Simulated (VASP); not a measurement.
# AlNi3: single point with LDA

AlNi3:

```
CELL_PARAMETERS angstrom
0.00000 2.80189 2.80189
2.80189 0.00000 2.80189
2.80189 2.80189 0.00000
ATOMIC_POSITIONS crystal
Al 0.50000 0.50000 0.50000
Ni 0.25000 0.25000 0.25000
Ni 0.00000 0.00000 0.00000
Ni 0.75000 0.75000 0.75000
```

```json
{
  "Program": "VASP 6.6.1",
  "Task": "single point",
  "Functional": "LDA",
  "Potentials or basis": "VASP PAW LDA potentials, release 64 (Al, Ni)",
  "Cutoff": "520 eV",
  "k mesh": "7 × 7 × 7",
  "Occupations": "methfessel-paxton, width 0.1 eV",
  "Spin": "collinear spin, ferromagnetic start",
  "Starting moments": "[0.0, 1.5, 1.5, 1.5] μB"
}
```

| Property | Result |
| --- | --- |
| Pressure | -7.2 GPa |
| Net moment | 0.00 μB per cell |
| Valence electrons inside the program's atomic spheres | Al 0.83; Ni 9.47, 9.42 (each value once) |

Levels at points of the mesh, in eV from the Fermi level:
Spin up:
```
           k point  band 14  band 15  band 16  band 17  band 18  band 19
(0.00, 0.00, 0.00)    -0.56    -0.49    -0.49     5.51     5.51     5.51
```
Spin down:
```
           k point  band 13  band 14  band 15  band 16  band 17  band 18  band 19  band 20
(0.00, 0.00, 0.00)    -0.56    -0.56    -0.49    -0.49     5.51     5.51     5.51     5.96
```

Run time: 39 s on 1 thread of AMD EPYC 9R45 96-Core Processor (Zen 5) (shared host), peak memory 0.15 GiB.

Caveat: the cell stands under tension.
